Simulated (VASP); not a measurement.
# CaO (ke600) (Fm-3m) in VASP: a series of runs

CaO (ke600) is run at these levels: LDA; tasks: single point, relaxation of cell and atoms.

Everything below comes from runs of VASP 6.6.1. Logs are shortened: lines on timing, memory, paths and dates and some standing lists are left out, and cuts for length are marked.

## 1. The cell of the first run

Symmetry: Fm-3m, No. 225, cubic system. The conventional cell has a = 4.907 Å, b = 4.907 Å, c = 4.907 Å, α = 90.00°, β = 90.00°, γ = 90.00°. Ca (site symmetry m-3m) has 6 O at 2.45 Å within 3.2 Å. O (site symmetry m-3m) has 6 Ca at 2.45 Å within 3.2 Å.

## 2. Single point, LDA

The input, INCAR:

```
SYSTEM = CaO
ALGO = Normal ; EDIFF = 1E-7
ENCUT = 520 ; GGA = CA
ISIF = 2 ; ISMEAR = 0
LASPH = .TRUE. ; LCHARG = .FALSE.
LREAL = .FALSE. ; LWAVE = .FALSE.
NBANDS = 15 ; NELM = 80
PREC = Accurate ; SIGMA = 0.1
```

The input, KPOINTS:

```
k-points
0
G
  6 6 6
  0 0 0
```

The input, POSCAR:

```
CaO
1.0
    0.0000000000      2.4535000000      2.4535000000
    2.4535000000      0.0000000000      2.4535000000
    2.4535000000      2.4535000000      0.0000000000
Ca O
1 1
Direct
    0.0000000000      0.0000000000      0.0000000000
    0.5000000000      0.5000000000      0.5000000000
```

Potentials or basis: VASP PAW LDA potentials, release 64 (Ca_sv, O).

Launch:

```console
$ cat potpaw_LDA.64/Ca_sv/POTCAR potpaw_LDA.64/O/POTCAR > POTCAR
$ mpirun -np 1 vasp_std > vasp.out
```

OUTCAR:

```text
SYSTEM = CaO
   EDIFF = 1E-7
   ENCUT = 520
   GGA = CA
   ISIF = 2
   ISMEAR = 0
   LASPH = .TRUE.
   LREAL = .FALSE.
   NELM = 80
   PREC = Accurate

 ion  position               nearest neighbor table
   1  0.000  0.000  0.000-   2 2.45   2 2.45   2 2.45   2 2.45   2 2.45   2 2.45
   2  0.500  0.500  0.500-   1 2.45   1 2.45   1 2.45   1 2.45   1 2.45   1 2.45

  LATTYP: Found a face centered cubic cell.
 ALAT       =     4.9070000000

  Lattice vectors:

 A1 = (   0.0000000000,   2.4535000000,   2.4535000000)
 A2 = (   2.4535000000,   0.0000000000,   2.4535000000)
 A3 = (   2.4535000000,   2.4535000000,   0.0000000000)

Analysis of symmetry for initial positions (statically):
=====================================================================
 Subroutine PRICEL returns:
 Original cell was already a primitive cell.

 Routine SETGRP: Setting up the symmetry group for a
 face centered cubic supercell.

 Subroutine GETGRP returns: Found 48 space group operations
 (whereof 48 operations were pure point group operations)
 out of a pool of 48 trial point group operations.

The static configuration has the point symmetry O_h .

Analysis of symmetry for dynamics (positions and initial velocities):
=====================================================================
 Subroutine PRICEL returns:
 Original cell was already a primitive cell.

 Routine SETGRP: Setting up the symmetry group for a
 face centered cubic supercell.

 Subroutine GETGRP returns: Found 48 space group operations
 (whereof 48 operations were pure point group operations)
 out of a pool of 48 trial point group operations.

The dynamic configuration has the point symmetry O_h .

 Subroutine INISYM returns: Found 48 space group operations
 (whereof 48 operations are pure point group operations),
 and found     1 'primitive' translations

----------------------------------------------------------------------------------------

                                     Primitive cell

  volume of cell :      29.5385

  direct lattice vectors                    reciprocal lattice vectors
     0.000000000  2.453500000  2.453500000    -0.203790503  0.203790503  0.203790503
     2.453500000  0.000000000  2.453500000     0.203790503 -0.203790503  0.203790503
     2.453500000  2.453500000  0.000000000     0.203790503  0.203790503 -0.203790503

  length of vectors
     3.469772975  3.469772975  3.469772975     0.352975506  0.352975506  0.352975506

  position of ions in fractional coordinates (direct lattice)
     0.000000000  0.000000000  0.000000000
     0.500000000  0.500000000  0.500000000

  ion indices of the primitive-cell ions
   primitive index   ion index
                 1           1
                 2           2

----------------------------------------------------------------------------------------

 KPOINTS: k-points

Automatic generation of k-mesh.
 Grid dimensions read from file:
 generate k-points for:    6    6    6

 Generating k-lattice:

  Cartesian coordinates                     Fractional coordinates (reciprocal lattice)
    -0.033965084  0.033965084  0.033965084     0.166666667  0.000000000  0.000000000
     0.033965084 -0.033965084  0.033965084     0.000000000  0.166666667  0.000000000
     0.033965084  0.033965084 -0.033965084     0.000000000  0.000000000  0.166666667

  Length of vectors
     0.058829251  0.058829251  0.058829251

  Shift w.r.t. Gamma in fractional coordinates (k-lattice)
     0.000000000  0.000000000  0.000000000

 Subroutine IBZKPT returns following result:
 ===========================================

 Found     16 irreducible k-points:

 Following reciprocal coordinates:
            Coordinates               Weight
  0.000000  0.000000  0.000000      1.000000
  0.166667  0.000000  0.000000      8.000000
  0.333333  0.000000  0.000000      8.000000
  0.500000  0.000000  0.000000      4.000000
  0.166667  0.166667  0.000000      6.000000
  0.333333  0.166667  0.000000     24.000000
[... 8 lines left out ...]
 -0.333333  0.333333  0.166667     24.000000
 -0.333333  0.500000  0.166667     12.000000
   k-points           NKPTS =     16   k-points in BZ     NKDIM =     16   number of bands    NBANDS=     15
   number of dos      NEDOS =    301   number of ions     NIONS =      2
   total plane-waves  NPLWV =  21952
   dimension x,y,z NGX =    28 NGY =   28 NGZ =   28
   dimension x,y,z NGXF=    56 NGYF=   56 NGZF=   56
   ions per type =               1   1
   NGX,Y,Z   is equivalent  to a cutoff of  13.42, 13.42, 13.42 a.u.
   NGXF,Y,Z  is equivalent  to a cutoff of  26.83, 26.83, 26.83 a.u.
 SYSTEM =  CaO
   PREC   = accura    normal or accurate (medium, high low for compatibility)
   ISTART =      0    job   : 0-new  1-cont  2-samecut
   ICHARG =      2    charge: 1-file 2-atom 10-const
   ISPIN  =      1    spin polarized calculation?
   LNONCOLLINEAR =      F non collinear calculations
   LSORBIT =      F    spin-orbit coupling
   LASPH  =      T    aspherical Exc in radial PAW
   ENCUT  =  520.0 eV  38.22 Ry    6.18 a.u.   6.45  6.45  6.45*2*pi/ulx,y,z
   NELM   =     80;   NELMIN=  2; NELMDL= -5     # of ELM steps
   EDIFF  = 0.1E-06   stopping-criterion for ELM
   LREAL  =      F    real-space projection
   EDIFFG = 0.1E-05   stopping-criterion for IOM
   NSW    =      0    number of steps for IOM
   IBRION =     -1    ionic relax: 0-MD 1-quasi-New 2-CG
   NFREE  =      0    steps in history (QN), initial steepest desc. (CG)
   ISIF   =      2    stress and relaxation
   ISYM   =      2    0-nonsym 1-usesym 2-fastsym
   POTIM  = 0.5000    time-step for ionic-motion
   TEBEG  =    0.0;   TEEND  =   0.0 temperature during run
   PSTRESS=    0.0 pullay stress
   NELECT =      16.0000    total number of electrons
   NUPDOWN=      -1.0000    fix difference up-down
   EMIN   =  10.00;   EMAX   =-10.00  energy-range for DOS
   EFERMI =   0.00;   METHOD = LEGACY
   ISMEAR =     0;   SIGMA  =   0.10  broadening in eV -4-tet -1-fermi 0-gaus
   EFERMI_NEDOS =   21; number of points for ismear=-14 and -15
   IALGO  =     38    algorithm
   IMIX   =      4    mixing-type and parameters
     AMIX     =   0.40;   BMIX     =  1.00
     AMIX_MAG =   1.60;   BMIX_MAG =  1.00
  volume/ion in A,a.u.               =      14.77        99.67
  Fermi-wavevector in a.u.,A,eV,Ry     =   1.334501  2.521840 24.230504  1.780892
  Thomas-Fermi vector in A             =   2.463277
   LORBIT       =      0    0 simple, 1 ext, 2 COOP (PROOUT), +10 PAW based schemes
   GGA     = CA    functional components
   LHFCALC =     F    Hartree Fock is set to
   AEXX    =    0.0000 exact exchange contribution
   IVDW    =     0    specifies the selected vdW correction
   LEPSILON=     F    determine dielectric tensor
   LRPA    =     F    only Hartree local field effects (RPA)
 non-spin polarized calculation
 Gauss-broadening in eV      SIGMA  =   0.10
  energy-cutoff  :      520.00
  volume of cell :       29.54
 maximum number of plane-waves:       821
 NGX is ok and might be reduce to    28
   NGX = 13   NGY = 13   NGZ = 13

 number of electron      16.0000005 magnetization

 Free energy of the ion-electron system (eV)
  ---------------------------------------------------
  ext. energy  EPLUGINS =         0.00000000
  ---------------------------------------------------
  free energy    TOTEN  =       -14.09316683 eV

  energy without entropy =      -14.09316683  energy(sigma->0) =      -14.09316683

 E-fermi :   2.1456     XC(G=0): -10.7280

 val. band max:        1.6676854608   @ k =   0.0000   0.0000   0.0000
 cond. band min:       5.1470444494   @ k =   0.5000   0.5000   0.0000
 fundamental gap:      3.4793589886
 Fermi energy:         2.1455783925

 k-point     1 :       0.0000    0.0000    0.0000
  band No.  band energies     occupation
      1     -35.6464      2.00000
      2     -16.7361      2.00000
      3     -16.7361      2.00000
      4     -16.7361      2.00000
      5     -13.4214      2.00000
      6       1.6677      2.00000
      7       1.6677      2.00000
      8       1.6677      2.00000
      9       5.7491      0.00000
     10       7.6259      0.00000
     11       7.6259      0.00000
     12       7.6259      0.00000
     13       9.0769      0.00000
     14       9.0769      0.00000
     15      16.1133      0.00000

 k-point     2 :       0.1667    0.0000    0.0000
  band No.  band energies     occupation
      1     -35.6255      2.00000
      2     -17.0053      2.00000
      3     -16.7484      2.00000
      4     -16.7484      2.00000
      5     -13.1281      2.00000
      6       0.8153      2.00000
      7       1.3450      2.00000
      8       1.3450      2.00000
      9       6.8503      0.00000
     10       7.5826      0.00000
     11       8.0606      0.00000
     12       8.0606      0.00000
     13       9.6528      0.00000
     14       9.6528      0.00000
     15      16.9096      0.00000

 k-point     3 :       0.3333    0.0000    0.0000
  band No.  band energies     occupation
      1     -35.5833      2.00000
      2     -17.4520      2.00000
      3     -16.7728      2.00000
      4     -16.7728      2.00000
      5     -12.6294      2.00000
      6      -0.3978      2.00000
      7       0.7954      2.00000
      8       0.7954      2.00000
      9       7.8728      0.00000
     10       8.7241      0.00000
     11       9.0565      0.00000
     12       9.0565      0.00000
     13      10.8511      0.00000
     14      10.8511      0.00000
     15      16.0265      0.00000
[... 199 lines left out ...]
 k-point    15 :      -0.3333    0.3333    0.1667
  band No.  band energies     occupation
      1     -35.5425      2.00000
      2     -17.3374      2.00000
      3     -17.0193      2.00000
      4     -16.9004      2.00000
      5     -12.7501      2.00000
      6      -0.0169      2.00000
      7       0.5881      2.00000
      8       0.7034      2.00000
      9       7.8712      0.00000
     10       7.8824      0.00000
     11       9.8756      0.00000
     12      10.3601      0.00000
     13      11.2837      0.00000
     14      13.8025      0.00000
     15      14.3880      0.00000

 k-point    16 :      -0.3333    0.5000    0.1667
  band No.  band energies     occupation
      1     -35.5361      2.00000
      2     -17.1747      2.00000
      3     -17.0406      2.00000
      4     -17.0140      2.00000
      5     -12.9425      2.00000
      6       0.4369      2.00000
      7       0.6400      2.00000
      8       0.8515      2.00000
      9       6.4572      0.00000
     10       8.9559      0.00000
     11       9.5558      0.00000
     12      10.7937      0.00000
     13      10.9228      0.00000
     14      13.8153      0.00000
     15      14.2656      0.00000

------------------------ aborting loop because EDIFF is reached ----------------------------------------

  FORCE on cell =-STRESS in cart. coord.  units (eV):
  Direction    XX          YY          ZZ          XY          YZ          ZX
  --------------------------------------------------------------------------------------
  -------------------------------------------------------------------------------------
  Total       -2.1417489     -2.1417489     -2.1417489      0.0000000      0.0000000      0.0000000
  in kB     -116.1691867   -116.1691867   -116.1691867      0.0000000      0.0000000      0.0000000
  external PRESSURE =    -116.1691867 kB  Pullay stress =       0.0000000 kB

 VOLUME and BASIS-vectors are now :
 -----------------------------------------------------------------------------
  energy-cutoff  :      520.00
  volume of cell :       29.54
      direct lattice vectors                 reciprocal lattice vectors
     0.000000000  2.453500000  2.453500000    -0.203790503  0.203790503  0.203790503
     2.453500000  0.000000000  2.453500000     0.203790503 -0.203790503  0.203790503
     2.453500000  2.453500000  0.000000000     0.203790503  0.203790503 -0.203790503

 POSITION                                       TOTAL-FORCE (eV/Angst)
 -----------------------------------------------------------------------------------
      0.00000      0.00000      0.00000         0.000000      0.000000      0.000000
      2.45350      2.45350      2.45350        -0.000000     -0.000000     -0.000000
 -----------------------------------------------------------------------------------
    total drift:                                0.000000      0.000000      0.000000

  FREE ENERGIE OF THE ION-ELECTRON SYSTEM (eV)
  ---------------------------------------------------
  free  energy   TOTEN  =       -14.0931668307 eV

  energy  without entropy=      -14.0931668307  energy(sigma->0) =      -14.09316683
```

Run time: 6 s. Hardware: 1 thread of Intel Xeon Platinum 8559C (Emerald Rapids), shared host; peak memory 0.14 GiB.

What came out:

- Free energy: -14.0932 eV
- Pressure: -11.6 GPa
- Band gap on the k mesh: 3.48 eV, indirect (least direct gap 3.87 eV)

A k mesh can miss the band edges. As with any semilocal functional, this LDA gap is likely too small.

## 3. Single point, LDA

This run uses another cell than the first one, of 13.04 Å³/atom, 0.883 times its volume.

The input, INCAR:

```
SYSTEM = CaO
ALGO = Normal ; EDIFF = 1E-7
ENCUT = 520 ; GGA = CA
ISIF = 2 ; ISMEAR = 0
LASPH = .True. ; LCHARG = .False.
LREAL = .False. ; LWAVE = .False.
NBANDS = 15 ; NELM = 60
PREC = Accurate ; SIGMA = 0.1
```

The input, KPOINTS:

```
k-points
0
Gamma
  8 8 8
  0 0 0
```

The input, POSCAR:

```
CaO
1.0
    0.0000000000      2.3538799046      2.3538799046
    2.3538799046      0.0000000000      2.3538799046
    2.3538799046      2.3538799046      0.0000000000
Ca O
1 1
Direct
    0.0000000000      0.0000000000      0.0000000000
    0.5000000000      0.5000000000      0.5000000000
```

Potentials or basis: VASP PAW LDA potentials, release 64 (Ca_sv, O).

Launch:

```console
$ cat potpaw_LDA.64/Ca_sv/POTCAR potpaw_LDA.64/O/POTCAR > POTCAR
$ mpirun -np 1 vasp_std > vasp.out
```

Wall time 11 s (1 thread of Intel Xeon Platinum 8559C (Emerald Rapids), shared host); peak memory 0.14 GiB.

Results (log left out):

| Item | Value |
| --- | --- |
| Free energy | -14.2203 eV |
| Pressure | 1.0 GPa |
| Band gap on the k mesh | 3.42 eV, indirect (least direct gap 3.78 eV) |

Levels at points of the mesh, in eV from the valence-band top:
| k point | band 5 | band 6 | band 7 | band 8 | band 9 | band 10 | band 11 | band 12 |
| --- | --- | --- | --- | --- | --- | --- | --- | --- |
| (0.00, 0.00, 0.00) | -15.33 | 0.00 | 0.00 | 0.00 | 5.08 | 6.25 | 6.25 | 6.25 |
| (0.50, 0.00, 0.00) | -13.79 | -2.86 | -1.36 | -1.36 | 7.24 | 8.64 | 8.64 | 8.79 |
| (0.50, 0.50, 0.00) | -15.09 | -1.27 | -0.36 | -0.36 | 3.42 | 8.49 | 9.23 | 9.96 |

A k mesh can miss the band edges. A hybrid or GW would open this gap; LDA tends to underestimate it.

(Part 1 of 2 ends here.)
